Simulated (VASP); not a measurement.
Runs of VASP 6.6.1 on Si. The structure is that of space group P6_3/mmc (No. 194), or close to it. The cells are those of the table. This isn't the form of Si at room conditions, which is diamond.

```csv
task,level,cell,cutoff (eV),gap on the mesh (eV),pressure (GPa),relaxed volume (Å³/atom)
relaxation of cell and atoms,PBE+D3(BJ),"relaxed from a = 2.444, b = 2.444, c = 4.152 Å, angles 90.0, 90.0, 120.0°, 2 atoms",600,none,0.1,13.57
single point,PBE,"a = 2.657, b = 2.657, c = 4.721 Å, angles 90.0, 90.0, 120.0°, 2 atoms",520,none,0.0,-
single point,PBE+D3(BJ),"a = 2.616, b = 2.616, c = 4.584 Å, angles 90.0, 90.0, 120.0°, 2 atoms",520,none,0.0,-
single point,r2SCAN,"a = 2.618, b = 2.618, c = 4.636 Å, angles 90.0, 90.0, 120.0°, 2 atoms",520,none,0.1,-
relaxation of cell and atoms,PBE,"relaxed from a = 2.444, b = 2.444, c = 4.152 Å, angles 90.0, 90.0, 120.0°, 2 atoms",600,none,0.3,(a)
```

Alike in all rows: potentials or basis VASP PAW PBE potentials, release 64 (Si); no spin polarisation; k mesh 14 × 14 × 7; smearing fermi-dirac 0.1 eV.

Task: Fill in the values left out.

Result: (a) 14.38.

Caveats: the volume moved by over 15 % at a fixed basis, so the end points are rough (at least some runs); the PAW data sets were made with another functional, which shifts forces and pressure a little (at least some runs).

A gap of «none» marks levels without a gap at the run's occupations.
